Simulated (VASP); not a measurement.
# Ba (Fm-3m) in VASP: density of states with PBE

Aim: the density of states of Ba with PBE.

Program: VASP 6.6.1. These are calculated values, not measurements. Logs are shortened: lines on timing, memory, paths and dates and some standing lists are left out, and cuts for length are marked.

## 1. The cell of the first run

It takes space group Fm-3m (No. 225, cubic). Conventional cell: a = 4.873 Å, b = 4.873 Å, c = 4.873 Å, α = 90.00°, β = 90.00°, γ = 90.00°. Ba (site symmetry m-3m) has 12 Ba at 3.45 Å within 4.5 Å.

## 2. Density of states, PBE (volume scaled by 0.45)

File POSCAR:

```
Ba
1.0
    0.0000000000      2.4362750038      2.4362750038
    2.4362750038      0.0000000000      2.4362750038
    2.4362750038      2.4362750038      0.0000000000
Ba
1
Direct
    0.0000000000      0.0000000000      0.0000000000
```

File INCAR.step1:

```
SYSTEM = Ba
PREC = Accurate ; ENCUT = 520
EDIFF = 1E-7 ; ISMEAR = -1
SIGMA = 0.1 ; LREAL = .False.
LASPH = .True. ; NELM = 60
ALGO = Normal ; ISIF = 2
LWAVE = .False. ; LCHARG = .True.
GGA = PE ; NBANDS = 11
```

File KPOINTS.step1:

```
Automatic mesh
0
Gamma
  10 10 10
  0 0 0
```

File INCAR.step2:

```
SYSTEM = Ba
PREC = Accurate ; ENCUT = 520
EDIFF = 1E-7 ; ISMEAR = -5
SIGMA = 0.1 ; LREAL = .False.
LASPH = .True. ; NELM = 60
ALGO = Normal ; ISIF = 2
LWAVE = .False. ; LCHARG = .False.
GGA = PE ; LORBIT = 10
NBANDS = 11 ; NEDOS = 1001
ICHARG = 11
```

File KPOINTS.step2:

```
Automatic mesh
0
Gamma
  15 15 15
  0 0 0
```

Potentials or basis: VASP PAW PBE potentials, release 64 (Ba_sv).

On the command line:

```sh
> cat potpaw_PBE.64/Ba_sv/POTCAR > POTCAR
> cp INCAR.step1 INCAR
> cp KPOINTS.step1 KPOINTS
> mpirun -np 1 vasp_std > vasp.out
> cp INCAR.step2 INCAR
> cp KPOINTS.step2 KPOINTS
> mpirun -np 1 vasp_std > vasp.out
```

OUTCAR:

```text
SYSTEM = Ba
   PREC = Accurate
   ENCUT = 520
   EDIFF = 1E-7
   ISMEAR = -5
   LREAL = .False.
   LASPH = .True.
   NELM = 60
   ISIF = 2
   GGA = PE
   LORBIT = 10
   ICHARG = 11

 ion  position               nearest neighbor table
   1  0.000  0.000  0.000-

  LATTYP: Found a face centered cubic cell.
 ALAT       =     4.8725500076

  Lattice vectors:

 A1 = (   0.0000000000,   2.4362750038,   2.4362750038)
 A2 = (   2.4362750038,   0.0000000000,   2.4362750038)
 A3 = (   2.4362750038,   2.4362750038,   0.0000000000)

Analysis of symmetry for initial positions (statically):
=====================================================================
 Subroutine PRICEL returns:
 Original cell was already a primitive cell.

 Routine SETGRP: Setting up the symmetry group for a
 face centered cubic supercell.

 Subroutine GETGRP returns: Found 48 space group operations
[... 9 lines left out ...]

 Routine SETGRP: Setting up the symmetry group for a
 face centered cubic supercell.

 Subroutine GETGRP returns: Found 48 space group operations
[... 11 lines left out ...]
                                     Primitive cell

  volume of cell :      28.9207

  direct lattice vectors                    reciprocal lattice vectors
     0.000000000  2.436275004  2.436275004    -0.205231347  0.205231347  0.205231347
     2.436275004  0.000000000  2.436275004     0.205231347 -0.205231347  0.205231347
     2.436275004  2.436275004  0.000000000     0.205231347  0.205231347 -0.205231347

  length of vectors
     3.445413152  3.445413152  3.445413152     0.355471120  0.355471120  0.355471120

  position of ions in fractional coordinates (direct lattice)
     0.000000000  0.000000000  0.000000000

  ion indices of the primitive-cell ions
   primitive index   ion index
                 1           1

----------------------------------------------------------------------------------------

 KPOINTS: Automatic mesh

Automatic generation of k-mesh.
 Grid dimensions read from file:
 generate k-points for:   15   15   15

 Generating k-lattice:

  Cartesian coordinates                     Fractional coordinates (reciprocal lattice)
    -0.013682090  0.013682090  0.013682090     0.066666667  0.000000000  0.000000000
     0.013682090 -0.013682090  0.013682090     0.000000000  0.066666667  0.000000000
     0.013682090  0.013682090 -0.013682090     0.000000000  0.000000000  0.066666667

  Length of vectors
     0.023698075  0.023698075  0.023698075

  Shift w.r.t. Gamma in fractional coordinates (k-lattice)
     0.000000000  0.000000000  0.000000000

 TETIRR: Found    484 inequivalent tetrahedra from    20250

 Subroutine IBZKPT returns following result:
 ===========================================

 Found    120 irreducible k-points:

 Following reciprocal coordinates:
            Coordinates               Weight
  0.000000  0.000000  0.000000      1.000000
  0.066667  0.000000  0.000000      8.000000
  0.133333  0.000000  0.000000      8.000000
  0.200000  0.000000  0.000000      8.000000
  0.266667  0.000000  0.000000      8.000000
  0.333333  0.000000  0.000000      8.000000
[... 16 lines left out ...]
  0.133333  0.133333  0.000000      6.000000
  0.200000  0.133333  0.000000     24.000000
 [... further k-points ...]
   k-points           NKPTS =    120   k-points in BZ     NKDIM =    120   number of bands    NBANDS=     11
   number of dos      NEDOS =   1001   number of ions     NIONS =      1
   total plane-waves  NPLWV =  21952
   dimension x,y,z NGX =    28 NGY =   28 NGZ =   28
   dimension x,y,z NGXF=    56 NGYF=   56 NGZF=   56
   ions per type =               1
   NGX,Y,Z   is equivalent  to a cutoff of  13.51, 13.51, 13.51 a.u.
   NGXF,Y,Z  is equivalent  to a cutoff of  27.02, 27.02, 27.02 a.u.
 SYSTEM =  Ba
   PREC   = accura    normal or accurate (medium, high low for compatibility)
   ISTART =      0    job   : 0-new  1-cont  2-samecut
   ICHARG =     11    charge: 1-file 2-atom 10-const
   ISPIN  =      1    spin polarized calculation?
   LNONCOLLINEAR =      F non collinear calculations
   LSORBIT =      F    spin-orbit coupling
   LASPH  =      T    aspherical Exc in radial PAW
   ENCUT  =  520.0 eV  38.22 Ry    6.18 a.u.   6.41  6.41  6.41*2*pi/ulx,y,z
   NELM   =     60;   NELMIN=  2; NELMDL=  0     # of ELM steps
   EDIFF  = 0.1E-06   stopping-criterion for ELM
   LREAL  =      F    real-space projection
   EDIFFG = 0.1E-05   stopping-criterion for IOM
   NSW    =      0    number of steps for IOM
   IBRION =     -1    ionic relax: 0-MD 1-quasi-New 2-CG
   NFREE  =      0    steps in history (QN), initial steepest desc. (CG)
   ISIF   =      2    stress and relaxation
   ISYM   =      2    0-nonsym 1-usesym 2-fastsym
   POTIM  = 0.5000    time-step for ionic-motion
   TEBEG  =    0.0;   TEEND  =   0.0 temperature during run
   PSTRESS=    0.0 pullay stress
   NELECT =      10.0000    total number of electrons
   NUPDOWN=      -1.0000    fix difference up-down
   EMIN   =  10.00;   EMAX   =-10.00  energy-range for DOS
   EFERMI =   0.00;   METHOD = LEGACY
   ISMEAR =    -5;   SIGMA  =   0.10  broadening in eV -4-tet -1-fermi 0-gaus
   EFERMI_NEDOS =   21; number of points for ismear=-14 and -15
   IALGO  =     38    algorithm
   IMIX   =      4    mixing-type and parameters
     AMIX     =   0.40;   BMIX     =  1.00
     AMIX_MAG =   1.60;   BMIX_MAG =  1.00
  volume/ion in A,a.u.               =      28.92       195.17
  Fermi-wavevector in a.u.,A,eV,Ry     =   1.149049  2.171388 17.963955  1.320313
  Thomas-Fermi vector in A             =   2.285721
   LORBIT       =     10    0 simple, 1 ext, 2 COOP (PROOUT), +10 PAW based schemes
   GGA     = PE    functional components
   LHFCALC =     F    Hartree Fock is set to
   AEXX    =    0.0000 exact exchange contribution
   IVDW    =     0    specifies the selected vdW correction
   LEPSILON=     F    determine dielectric tensor
   LRPA    =     F    only Hartree local field effects (RPA)
 non-spin polarized calculation
 Fermi weights with tetrahedron method with Bloechl corrections
  energy-cutoff  :      520.00
  volume of cell :       28.92
 maximum number of plane-waves:       794
 NGX is ok and might be reduce to    28

 number of electron       9.9999999 magnetization

 Free energy of the ion-electron system (eV)
  ---------------------------------------------------
  ext. energy  EPLUGINS =         0.00000000
  ---------------------------------------------------
  free energy    TOTEN  =        -0.64231113 eV

  energy without entropy =       -0.64231113  energy(sigma->0) =       -0.64231113

 E-fermi :   5.3694     XC(G=0): -10.3992

 val. band max:        5.3874798114   @ k =  -0.1333   0.1333   0.0000
 cond. band min:       5.3409880525   @ k =   0.4667   0.3333   0.1333
 fundamental gap:     -0.0464917589
 Fermi energy:         5.3694049378

 k-point     1 :       0.0000    0.0000    0.0000
  band No.  band energies     occupation
      1     -23.3953      2.00000
      2      -6.4483      2.00000
      3      -6.4483      2.00000
      4      -6.4483      2.00000
      5       3.6646      2.00000
      6       7.7684      0.00000
      7       7.7684      0.00000
      8       7.7684      0.00000
      9      11.4606      0.00000
     10      11.4606      0.00000
     11      13.0967      0.00000

 k-point     2 :       0.0667    0.0000    0.0000
  band No.  band energies     occupation
      1     -23.3650      2.00000
      2      -6.6610      2.00000
      3      -6.4704      2.00000
      4      -6.4704      2.00000
      5       3.8940      2.00000
      6       7.5719      0.00000
      7       7.8647      0.00000
      8       7.8647      0.00000
      9      11.2607      0.00000
     10      11.2607      0.00000
     11      13.5504      0.00000

 k-point     3 :       0.1333    0.0000    0.0000
  band No.  band energies     occupation
      1     -23.2779      2.00000
      2      -7.2201      2.00000
      3      -6.5320      2.00000
      4      -6.5320      2.00000
      5       4.4244      2.00000
      6       7.2577      0.00000
      7       8.0923      0.00000
      8       8.0923      0.00000
      9      10.8851      0.00000
     10      10.8851      0.00000
     11      14.4764      0.00000

 k-point     4 :       0.2000    0.0000    0.0000
  band No.  band energies     occupation
      1     -23.1452      2.00000
      2      -7.9600      2.00000
      3      -6.6200      2.00000
      4      -6.6200      2.00000
      5       4.7855      2.00000
      6       7.3982      0.00000
      7       8.2350      0.00000
      8       8.2350      0.00000
      9      10.7856      0.00000
     10      10.7856      0.00000
     11      14.3088      0.00000

 k-point     5 :       0.2667    0.0000    0.0000
  band No.  band energies     occupation
      1     -22.9857      2.00000
      2      -8.7252      2.00000
      3      -6.7173      2.00000
      4      -6.7173      2.00000
      5       4.6852      2.00000
      6       8.0880      0.00000
      7       8.0880      0.00000
      8       8.2429      0.00000
      9      11.2794      0.00000
     10      11.2794      0.00000
     11      13.6914      0.00000
[... 211 lines left out ...]
 k-point    21 :      -0.1333    0.0667    0.0000
  band No.  band energies     occupation
      1     -23.2134      2.00000
      2      -7.5173      2.00000
      3      -6.7259      2.00000
      4      -6.5149      2.00000
      5       4.7854      2.00376
      6       6.9791      0.00000
      7       8.2214      0.00000
      8       8.3225      0.00000
      9      10.1738      0.00000
     10      11.3124      0.00000
     11      15.0371      0.00000

 k-point    22 :      -0.0667    0.0667    0.0000
  band No.  band energies     occupation
      1     -23.3158      2.00000
      2      -6.9405      2.00000
      3      -6.5897      2.00000
      4      -6.4697      2.00000
      5       4.2378      2.00000
      6       7.2625      0.00000
      7       7.9727      0.00000
      8       8.1147      0.00000
      9      10.6943      0.00000
     10      11.3178      0.00000
     11      14.2075      0.00000

 k-point    23 :       0.1333    0.1333    0.0000
  band No.  band energies     occupation
      1     -23.2388      2.00000
      2      -7.1820      2.00000
      3      -6.7062      2.00000
      4      -6.7062      2.00000
      5       4.7409      2.00000
      6       6.5620      0.00000
      7       8.5329      0.00000
      8       8.5329      0.00000
      9       9.5759      0.00000
     10      11.8315      0.00000
     11      15.1829      0.00000

 k-point    24 :       0.2000    0.1333    0.0000
  band No.  band energies     occupation
      1     -23.1401      2.00000
      2      -7.6648      2.00000
      3      -6.8277      2.00000
      4      -6.7934      2.00000
      5       5.1908      2.07929
      6       6.2100      0.00000
      7       8.4978      0.00000
      8       8.8832      0.00000
      9       9.5349      0.00000
     10      11.9597      0.00000
     11      16.0883      0.00000

 [... further k-points ...]

------------------------ aborting loop because EDIFF is reached ----------------------------------------

  FORCE on cell =-STRESS in cart. coord.  units (eV):
  Direction    XX          YY          ZZ          XY          YZ          ZX
  --------------------------------------------------------------------------------------
  -------------------------------------------------------------------------------------
  Total        3.5546344      3.5546344      3.5546344      0.0000000      0.0000000      0.0000000
  in kB      196.9230689    196.9230689    196.9230689      0.0000000      0.0000000      0.0000000
  external PRESSURE =     196.9230689 kB  Pullay stress =       0.0000000 kB

 VOLUME and BASIS-vectors are now :
 -----------------------------------------------------------------------------
  energy-cutoff  :      520.00
  volume of cell :       28.92
      direct lattice vectors                 reciprocal lattice vectors
     0.000000000  2.436275004  2.436275004    -0.205231347  0.205231347  0.205231347
     2.436275004  0.000000000  2.436275004     0.205231347 -0.205231347  0.205231347
     2.436275004  2.436275004  0.000000000     0.205231347  0.205231347 -0.205231347

 POSITION                                       TOTAL-FORCE (eV/Angst)
 -----------------------------------------------------------------------------------
      0.00000      0.00000      0.00000         0.000000      0.000000      0.000000
 -----------------------------------------------------------------------------------
    total drift:                               -0.000000      0.000000     -0.000000

  FREE ENERGIE OF THE ION-ELECTRON SYSTEM (eV)
  ---------------------------------------------------
  free  energy   TOTEN  =        -0.6423111301 eV

  energy  without entropy=       -0.6423111301  energy(sigma->0) =       -0.64231113

 total charge

# of ion       s       p       d       tot
------------------------------------------
    1        2.079   5.437   0.903   8.419
```

It took 19 s on 1 thread of Intel Xeon 6975P-C (Granite Rapids), shared host; peak memory 0.17 GiB.

What came out:

| Quantity | Value |
| --- | --- |
| Valence electrons inside the program's atomic spheres | Ba 8.42 |

Levels at points of the mesh, in eV from the Fermi level:
```csv
k point,band 3,band 4,band 5,band 6,band 7,band 8
"(0.00, 0.00, 0.00)",-11.82,-11.82,-1.70,2.40,2.40,2.40
```

Caveat: spin-orbit coupling is left out, which moves the levels of the heavy elements; tetrahedron occupations give inexact forces and stress in metals.
